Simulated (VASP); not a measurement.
CaZn, 2 atoms in the cell. It takes space group P4mm (No. 99, tetragonal). The conventional cell has a = 3.649 Å, b = 3.649 Å, c = 3.649 Å, α = 90.00°, β = 90.00°, γ = 90.00°. Ca (site symmetry 4mm) has 8 Zn at 3.13 to 3.19 Å and 6 Ca at 3.65 Å within 4.1 Å. Zn (site symmetry 4mm) has 8 Ca at 3.13 to 3.19 Å and 6 Zn at 3.65 Å within 4.1 Å.  This cell differs from its parent crystal: one atom moved.

* Program: VASP 6.6.1
* Task: single point
* Functional: PBEsol
* Potentials or basis: VASP PAW PBE potentials, release 64 (Ca_sv, Zn)
* Cutoff: 520 eV
* k mesh: 10 × 10 × 10
* Occupations: gaussian, width 0.1 eV
* Spin: no spin polarisation
* Dipole correction: no
* Further INCAR settings: ALGO = Normal; EDIFF = 1e-06; NBANDS = 18

Potentials or basis: VASP PAW PBE potentials, release 64 (Ca_sv, Zn).

Run with:

```bash
$ cat potpaw_PBE.64/Ca_sv/POTCAR potpaw_PBE.64/Zn/POTCAR > POTCAR
$ mpirun -np 1 vasp_std > vasp.out
```

Hardware: 1 thread of Intel(R) Xeon(R) Platinum 8259CL CPU @ 2.50GHz (Skylake/Cascade Lake), with other jobs on the host.

Task: How long does it take, and how much memory?

Result: Wall time 66 s on 1 thread of Intel(R) Xeon(R) Platinum 8259CL CPU @ 2.50GHz (Skylake/Cascade Lake), on a shared host, peak memory 0.25 GiB. Counts: scf iterations 12, k points 126.
